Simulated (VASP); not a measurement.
# As (I4_1/amd) in VASP: a series of runs

Runs on As. Level: PBE. Tasks: single point, relaxation of shape and atoms at fixed volume.

All numbers are computed with VASP 6.6.1; they aren't measurements. Logs are shortened: lines on timing, memory, paths and dates and some standing lists are left out, and cuts for length are marked.

### Step 1. The cell of the first run

The structure is tetragonal, space group I4_1/amd (No. 141). Conventional cell: a = 5.344 Å, b = 5.344 Å, c = 2.843 Å, α = 90.00°, β = 90.00°, γ = 90.00°. As (site symmetry -4m2) has 10 As at 2.76 to 3.42 Å within 3.6 Å.

### Step 2. Single point, PBE

The input, INCAR:

```
ALGO     = Normal         # electronic algorithm
EDIFF    = 1E-6           # SCF threshold, eV
ENCUT    = 520            # plane-wave cutoff, eV
GGA      = PE             # functional
ISIF     = 2              # what is computed and relaxed
ISMEAR   = -1             # smearing method
LASPH    = True           # aspherical terms in the spheres
LCHARG   = False          # write CHGCAR
LREAL    = False          # projectors in reciprocal space
LWAVE    = False          # write WAVECAR
NBANDS   = 12             # bands
NELM     = 80             # most SCF steps
PREC     = Accurate       # precision mode
SIGMA    = 0.1            # smearing width, eV
```

The input, KPOINTS:

```
k-points
0
Gamma
  17 17 17
```

The input, POSCAR:

```
As
1.0
   -2.6720497017      2.6720497017      1.4212565868
    2.6720497017     -2.6720497017      1.4212565868
    2.6720497017      2.6720497017     -1.4212565868
As
2
Direct
   -0.3750000000     -0.1250000000     -0.2500000000
    0.3750000000      0.1250000000      0.2500000000
```

Potentials or basis: VASP PAW PBE potentials, release 64 (As).

Started as:

```
$ cat potpaw_PBE.64/As/POTCAR > POTCAR
$ mpirun -np 1 vasp_std > vasp.out
```

OUTCAR:

```text
EDIFF = 1E-6
   ENCUT = 520
   GGA = PE
   ISIF = 2
   ISMEAR = -1
   LASPH = True
   LREAL = False
   NELM = 80
   PREC = Accurate

 ion  position               nearest neighbor table
   1  0.625  0.875  0.750-   2 2.76   2 2.76   2 2.76   2 2.76
   2  0.375  0.125  0.250-   1 2.76   1 2.76   1 2.76   1 2.76

  LATTYP: Found a body centered tetragonal cell.
 ALAT       =     5.3440994034
 C/A-ratio  =     0.5318975114

  Lattice vectors:

 A1 = (  -2.6720497017,   2.6720497017,   1.4212565868)
 A2 = (   2.6720497017,  -2.6720497017,   1.4212565868)
 A3 = (   2.6720497017,   2.6720497017,  -1.4212565868)

Analysis of symmetry for initial positions (statically):
=====================================================================
 Subroutine PRICEL returns:
 Original cell was already a primitive cell.

 Routine SETGRP: Setting up the symmetry group for a
 body centered tetragonal supercell.

 Subroutine GETGRP returns: Found 16 space group operations
 (whereof  4 operations were pure point group operations)
 out of a pool of 16 trial point group operations.

The static configuration has the point symmetry C_2h.
 The point group associated with its full space group is D_4h.

Analysis of symmetry for dynamics (positions and initial velocities):
=====================================================================
 Subroutine PRICEL returns:
 Original cell was already a primitive cell.

 Routine SETGRP: Setting up the symmetry group for a
 body centered tetragonal supercell.

 Subroutine GETGRP returns: Found 16 space group operations
 (whereof  4 operations were pure point group operations)
 out of a pool of 16 trial point group operations.

The dynamic configuration has the point symmetry C_2h.
 The point group associated with its full space group is D_4h.

 Subroutine INISYM returns: Found 16 space group operations
 (whereof  4 operations are pure point group operations),
 and found     1 'primitive' translations

----------------------------------------------------------------------------------------

                                     Primitive cell

  volume of cell :      40.5902

  direct lattice vectors                    reciprocal lattice vectors
    -2.672049702  2.672049702  1.421256587     0.000000000  0.187122268  0.351801360
     2.672049702 -2.672049702  1.421256587     0.187122268  0.000000000  0.351801360
     2.672049702  2.672049702 -1.421256587     0.187122268  0.187122268  0.000000000

  length of vectors
     4.037284917  4.037284917  4.037284917     0.398470752  0.398470752  0.264630849

[... 91 lines left out ...]
   NELECT =      10.0000    total number of electrons
   NUPDOWN=      -1.0000    fix difference up-down
   EMIN   =  10.00;   EMAX   =-10.00  energy-range for DOS
   EFERMI =   0.00;   METHOD = LEGACY
   ISMEAR =    -1;   SIGMA  =   0.10  broadening in eV -4-tet -1-fermi 0-gaus
   EFERMI_NEDOS =   21; number of points for ismear=-14 and -15
   IALGO  =     38    algorithm
   IMIX   =      4    mixing-type and parameters
     AMIX     =   0.40;   BMIX     =  1.00
     AMIX_MAG =   1.60;   BMIX_MAG =  1.00
  volume/ion in A,a.u.               =      20.30       136.96
  Fermi-wavevector in a.u.,A,eV,Ry     =   1.026284  1.939396 14.330463  1.053259
  Thomas-Fermi vector in A             =   2.160169
   LORBIT       =      0    0 simple, 1 ext, 2 COOP (PROOUT), +10 PAW based schemes
   GGA     = PE    functional components
   LHFCALC =     F    Hartree Fock is set to
   AEXX    =    0.0000 exact exchange contribution
   IVDW    =     0    specifies the selected vdW correction
   LEPSILON=     F    determine dielectric tensor
   LRPA    =     F    only Hartree local field effects (RPA)
 non-spin polarized calculation
  energy-cutoff  :      520.00
  volume of cell :       40.59
 maximum number of plane-waves:      1120
 NGX is ok and might be reduce to    30
   NGX = 15   NGY = 15   NGZ = 15

 number of electron      10.0000002 magnetization

 Free energy of the ion-electron system (eV)
  ---------------------------------------------------
  ext. energy  EPLUGINS =         0.00000000
  ---------------------------------------------------
  free energy    TOTEN  =        -8.89796003 eV

  energy without entropy =       -8.86671170  energy(sigma->0) =       -8.88233587

 E-fermi :   5.7876     XC(G=0): -10.3874

 val. band max:        5.7761953533   @ k =  -0.4118   0.2353   0.0588
 cond. band min:       5.7913814489   @ k =  -0.2353  -0.4706   0.1176
 fundamental gap:      0.0151860956
 Fermi energy:         5.7875704575

 k-point     1 :       0.0000    0.0000    0.0000
  band No.  band energies     occupation
      1      -8.9583      2.00000
      2      -2.3902      2.00000
      3       1.8676      2.00000
      4       1.8676      2.00000
      5       8.5170      0.00000
      6       9.9579      0.00000
      7       9.9579      0.00000
      8      10.6757      0.00000
      9      10.8124      0.00000
     10      15.0750      0.00000
     11      16.0318      0.00000
     12      16.9509      0.00000
[... 331 lines left out ...]
 k-point    24 :      -0.1176    0.0588    0.0000
  band No.  band energies     occupation
      1      -8.8181      2.00000
      2      -2.6592      2.00000
      3       1.8563      2.00000
      4       2.2703      2.00000
      5       8.9399      0.00000
      6       9.0426      0.00000
      7       9.7486      0.00000
      8      10.1901      0.00000
      9      10.3775      0.00000
     10      15.4650      0.00000
     11      16.3581      0.00000
     12      17.3587      0.00000

 [... further k-points ...]

------------------------ aborting loop because EDIFF is reached ----------------------------------------

  FORCE on cell =-STRESS in cart. coord.  units (eV):
  Direction    XX          YY          ZZ          XY          YZ          ZX
  --------------------------------------------------------------------------------------
  -------------------------------------------------------------------------------------
  Total        0.0352459      0.0352459      0.0242735      0.0000000      0.0000000      0.0000000
  in kB        1.3912250      1.3912250      0.9581235      0.0000000      0.0000000      0.0000000
  external PRESSURE =       1.2468578 kB  Pullay stress =       0.0000000 kB

 VOLUME and BASIS-vectors are now :
 -----------------------------------------------------------------------------
  energy-cutoff  :      520.00
  volume of cell :       40.59
      direct lattice vectors                 reciprocal lattice vectors
    -2.672049702  2.672049702  1.421256587     0.000000000  0.187122268  0.351801360
     2.672049702 -2.672049702  1.421256587     0.187122268  0.000000000  0.351801360
     2.672049702  2.672049702 -1.421256587     0.187122268  0.187122268  0.000000000

 POSITION                                       TOTAL-FORCE (eV/Angst)
 -----------------------------------------------------------------------------------
      2.67205      1.33602      1.06594        -0.000000      0.000000      0.000000
      0.00000      1.33602      0.35531         0.000000     -0.000000     -0.000000
 -----------------------------------------------------------------------------------
    total drift:                                0.000000     -0.000000      0.000000

  FREE ENERGIE OF THE ION-ELECTRON SYSTEM (eV)
  ---------------------------------------------------
  free  energy   TOTEN  =        -8.8979600321 eV

  energy  without entropy=       -8.8667116992  energy(sigma->0) =       -8.88233587
```

OSZICAR:

```text
N       E                     dE             d eps       ncg     rms          rms(c)
DAV:   1     0.245193047537E+02    0.24519E+02   -0.41299E+03  9720   0.695E+02
DAV:   2    -0.755159323558E+01   -0.32071E+02   -0.30599E+02 13476   0.105E+02
DAV:   3    -0.888967418695E+01   -0.13381E+01   -0.13248E+01 12064   0.214E+01
DAV:   4    -0.889534701325E+01   -0.56728E-02   -0.56720E-02 10948   0.158E+00
DAV:   5    -0.889535688769E+01   -0.98744E-05   -0.98743E-05 11824   0.740E-02    0.284E+00
DAV:   6    -0.889685367575E+01   -0.14968E-02   -0.13412E-03 11112   0.260E-01    0.168E+00
DAV:   7    -0.889791578848E+01   -0.10621E-02   -0.31750E-03 11264   0.396E-01    0.766E-02
DAV:   8    -0.889795852694E+01   -0.42738E-04   -0.75585E-05 11900   0.625E-02    0.782E-03
DAV:   9    -0.889796019343E+01   -0.16665E-05   -0.22366E-06 11508   0.110E-02    0.248E-03
DAV:  10    -0.889796003208E+01    0.16135E-06   -0.29677E-07  7036   0.364E-03
   1 F= -.88979600E+01 E0= -.88823359E+01  d E =-.312483E-01
```

It took 3.3 min on 1 thread of AMD EPYC 7R13, shared host; peak memory 0.27 GiB.

Results:

| Property | Result |
| --- | --- |
| Free energy | -8.8980 eV |
| Pressure | 0.1 GPa |
| Band gap on the k mesh | zero (bands 5 and 6 overlap by 6.38 eV) |

Levels at points of the mesh, in eV from the Fermi level:
```
           k point  band 1  band 2  band 3  band 4  band 5  band 6  band 7  band 8  band 9  band 10
(0.00, 0.00, 0.00)  -14.75   -8.18   -3.92   -3.92    2.73    4.17    4.17    4.89    5.02     9.29
```

### Step 3. Single point, PBE (20.30 Å³/atom)

The input, INCAR:

```
SYSTEM = As
ALGO = Normal
EDIFF = 1E-6
ENCUT = 520
GGA = PE
ISIF = 2
ISMEAR = -1
LASPH = .True.
LCHARG = .False.
LREAL = .False.
LWAVE = .False.
NBANDS = 12
NELM = 100
PREC = Accurate
SIGMA = 0.1
```

The input, KPOINTS:

```
k-points
0
Gamma
  17 17 17
  0 0 0
```

POSCAR is that of step 2.

Potentials or basis: VASP PAW PBE potentials, release 64 (As).

Started as:

```
$ cat potpaw_PBE.64/As/POTCAR > POTCAR
$ mpirun -np 1 vasp_std > vasp.out
```

Wall time 3.2 min (1 thread of AMD EPYC 7R13, shared host); peak memory 0.27 GiB.

The run converged. Its results:

| Item | Value |
| --- | --- |
| Free energy | -8.8980 eV |
| Pressure | 0.1 GPa |
| Band gap on the k mesh | zero (bands 5 and 6 overlap by 6.38 eV) |

Levels at points of the mesh, in eV from the Fermi level:
```csv
k point,band 2,band 3,band 4,band 5,band 6,band 7,band 8,band 9
"(0.00, 0.00, 0.00)",-8.18,-3.92,-3.92,2.73,4.17,4.17,4.89,5.02
```

### Step 4. Single point, PBE

The input, INCAR:

```
PREC     = Accurate       # precision mode
ENCUT    = 520            # plane-wave cutoff, eV
EDIFF    = 1E-6           # SCF threshold, eV
ISMEAR   = -1             # smearing method
SIGMA    = 0.025          # smearing width, eV
LREAL    = False          # projectors in reciprocal space
LASPH    = True           # aspherical terms in the spheres
NELM     = 60             # most SCF steps
ALGO     = Normal         # electronic algorithm
ISIF     = 2              # what is computed and relaxed
LWAVE    = False          # write WAVECAR
LCHARG   = False          # write CHGCAR
GGA      = PE             # functional
NBANDS   = 12             # bands
```

The input, KPOINTS:

```
Automatic mesh
0
Gamma
  17 17 17
```

The input, POSCAR:

```
As
1.0
   -2.6682358398      2.6682358398      1.4257055257
    2.6682358398     -2.6682358398      1.4257055257
    2.6682358398      2.6682358398     -1.4257055257
As
2
Direct
   -0.3750000000     -0.1250000000     -0.2500000000
    0.3750000000      0.1250000000      0.2500000000
```

Started as:

```
$ cat potpaw_PBE.64/As/POTCAR > POTCAR
$ mpirun -np 1 vasp_std > vasp.out
```

Wall time 3 min (1 thread of AMD EPYC 7R13, shared host); peak memory 0.27 GiB.

The run converged. Its results:

| Quantity | Value |
| --- | --- |
| Free energy | -8.8829 eV |
| Pressure | 0.1 GPa |
| Band gap on the k mesh | zero (bands 5 and 6 overlap by 6.28 eV) |

Levels at points of the mesh, in eV from the Fermi level:
| k point | band 1 | band 2 | band 3 | band 4 | band 5 | band 6 | band 7 | band 8 | band 9 | band 10 |
| --- | --- | --- | --- | --- | --- | --- | --- | --- | --- | --- |
| (0.00, 0.00, 0.00) | -14.76 | -8.15 | -3.92 | -3.92 | 2.73 | 4.19 | 4.19 | 4.80 | 4.93 | 9.31 |

### Step 5. Relaxation of shape and atoms at fixed volume, PBE

This run uses another cell than the first one, of 10.15 Å³/atom.

The input, INCAR:

```
PREC     = Accurate       # precision mode
ENCUT    = 600            # plane-wave cutoff, eV
EDIFF    = 1E-6           # SCF threshold, eV
ISMEAR   = -1             # smearing method
SIGMA    = 0.1            # smearing width, eV
LREAL    = False          # projectors in reciprocal space
LASPH    = True           # aspherical terms in the spheres
NELM     = 80             # most SCF steps
ALGO     = Normal         # electronic algorithm
ISIF     = 4              # what is computed and relaxed
LWAVE    = False          # write WAVECAR
LCHARG   = False          # write CHGCAR
GGA      = PE             # functional
IBRION   = 2              # ionic algorithm
NSW      = 50             # ionic steps
EDIFFG   = -0.005         # ionic threshold
ISYM     = 0
```

The input, KPOINTS:

```
regular mesh
0
Gamma
  17 17 17
```

The input, POSCAR:

```
As
1.0
   -2.1208072537      2.1208072537      1.1280521005
    2.1208072537     -2.1208072537      1.1280521005
    2.1208072537      2.1208072537     -1.1280521005
As
2
Direct
   -0.3750000000     -0.1250000000     -0.2500000000
    0.3750000000      0.1250000000      0.2500000000
```

Potentials or basis: VASP PAW PBE potentials, release 64 (As).

Started as:

```
$ cat potpaw_PBE.64/As/POTCAR > POTCAR
$ mpirun -np 1 vasp_std > vasp.out
```

OUTCAR:

```text
PREC = Accurate
   ENCUT = 600
   EDIFF = 1E-6
   ISMEAR = -1
   LREAL = False
   LASPH = True
   NELM = 80
   ISIF = 4
   GGA = PE
   IBRION = 2
   NSW = 50
   EDIFFG = -0.005
   ISYM = 0

 ion  position               nearest neighbor table
   1  0.625  0.875  0.750-   2 2.19   2 2.19   2 2.19   2 2.19   2 2.71   2 2.71   2 2.71   2 2.71

   2  0.375  0.125  0.250-   1 2.19   1 2.19   1 2.19   1 2.19   1 2.71   1 2.71   1 2.71   1 2.71

IMPORTANT INFORMATION: All symmetrisations will be switched off!
NOSYMM: (Re-)initialisation of all symmetry stuff for point group C_1.

----------------------------------------------------------------------------------------

                                     Primitive cell

  volume of cell :      20.2951

  direct lattice vectors                    reciprocal lattice vectors
    -2.120807254  2.120807254  1.128052100     0.000000000  0.235759284  0.443241939
     2.120807254 -2.120807254  1.128052100     0.235759284  0.000000000  0.443241939
     2.120807254  2.120807254 -1.128052100     0.235759284  0.235759284  0.000000000

  length of vectors
     3.204395162  3.204395162  3.204395162     0.502041688  0.502041688  0.333413977

  position of ions in fractional coordinates (direct lattice)
     0.625000000  0.875000000  0.750000000
     0.375000000  0.125000000  0.250000000

  ion indices of the primitive-cell ions
   primitive index   ion index
                 1           1
[... 193 lines left out ...]

 number of electron      10.0000001 magnetization

 Free energy of the ion-electron system (eV)
  ---------------------------------------------------
  ext. energy  EPLUGINS =         0.00000000
  ---------------------------------------------------
  free energy    TOTEN  =        -0.64737185 eV

  energy without entropy =       -0.62682428  energy(sigma->0) =       -0.63709806

 E-fermi :  16.6060     XC(G=0): -13.6754

 val. band max:       16.5864101019   @ k =   0.1176  -0.1176   0.3529
 cond. band min:      16.6082962056   @ k =  -0.0588  -0.4118   0.2941
 fundamental gap:      0.0218861037
 Fermi energy:        16.6059644239

 k-point     1 :       0.0000    0.0000    0.0000
  band No.  band energies     occupation
      1      -7.1394      2.00000
      2       8.2797      2.00000
      3       8.2797      2.00000
      4       9.4626      2.00000
      5      15.1922      2.00000
      6      24.4705      0.00000
      7      24.4705      0.00000
      8      25.8446      0.00000
      9      27.3880      0.00000
[... 265 lines left out ...]
 k-point    24 :       0.0000    0.3529   -0.3529
  band No.  band energies     occupation
      1      -2.3138      2.00000
      2       7.3287      2.00000
      3       9.1860      2.00000
      4       9.2258      2.00000
      5      13.8518      2.00000
      6      17.0765      0.01793
      7      19.2213      0.00000
      8      19.5864      0.00000
      9      22.8707      0.00000

 [... further k-points ...]

------------------------ aborting loop because EDIFF is reached ----------------------------------------

  FORCE on cell =-STRESS in cart. coord.  units (eV):
  Direction    XX          YY          ZZ          XY          YZ          ZX
  --------------------------------------------------------------------------------------
  -------------------------------------------------------------------------------------
  Total       30.0547696     30.0547696     30.0540156      0.0000007      0.0000004      0.0000004
  in kB     2372.6432094   2372.6432097   2372.5836861      0.0000531      0.0000288      0.0000325
  external PRESSURE =    2372.6233684 kB  Pullay stress =       0.0000000 kB
[... 17 lines left out ...]
  FREE ENERGIE OF THE ION-ELECTRON SYSTEM (eV)
  ---------------------------------------------------
  free  energy   TOTEN  =        -0.6473718496 eV

  energy  without entropy=       -0.6268242759  energy(sigma->0) =       -0.63709806

 reached required accuracy - stopping structural energy minimisation
```

CONTCAR:

```text
As
   1.00000000000000
    -2.1211352424842849    2.1211352521545450    1.1277032520892187
     2.1211352526082758   -2.1211352419203231    1.1277032509107374
     2.1211352652677729    2.1211352641877221   -1.1277032322826894
  As
     2
Direct
     0.6249999999954740    0.8749999999444849    0.7500000000175552
     0.3750000000045261    0.1250000000555151    0.2499999999824449

  0.00000000E+00  0.00000000E+00  0.00000000E+00
  0.00000000E+00  0.00000000E+00  0.00000000E+00
```

Run time: 19 min. Hardware: 1 thread of Oxide Virtual Turin-like, shared host; peak memory 0.6 GiB.

What came out:

```
Free energy               : -0.6474 eV
Energy gained by relaxing : 0.0 meV/atom
Ionic steps               : 3
Pressure after relaxing   : 237.3 GPa
Band gap on the k mesh    : zero (bands 5 and 6 overlap by 8.45 eV)
```

Final structure:
```
As
1.0
    -2.12114    2.12114    1.12770
     2.12114   -2.12114    1.12770
     2.12114    2.12114   -1.12770
As
2
Cartesian
  2.1211 1.0606 0.8458
  0.0000 1.0606 0.2819
```

Levels at points of the mesh, in eV from the Fermi level:
| k point | band 3 | band 4 | band 5 | band 6 | band 7 | band 8 |
| --- | --- | --- | --- | --- | --- | --- |
| (0.00, 0.00, 0.00) | -8.33 | -7.14 | -1.41 | 7.86 | 7.86 | 9.24 |

### Step 6. Summary

```csv
task,cell,cutoff (eV),smearing,gap on the mesh (eV),pressure (GPa)
single point,"a = 4.037 Å, angles 97.1, 97.1, 138.8°, 2 atoms",520,fermi-dirac 0.1 eV,none,0.1
single point,"a = 4.034 Å, angles 97.2, 97.2, 138.6°, 2 atoms",520,fermi-dirac 0.025 eV,none,0.1
relaxation of shape and atoms at fixed volume,"relaxed from a = 3.204 Å, angles 97.1, 97.1, 138.8°, 2 atoms",600,fermi-dirac 0.1 eV,none,237.3
```

Alike in all rows: level PBE; potentials or basis VASP PAW PBE potentials, release 64 (As); no spin polarisation; k mesh 17 × 17 × 17.

Total energies depend on the potentials used, so only differences within one code and one set of settings carry meaning.
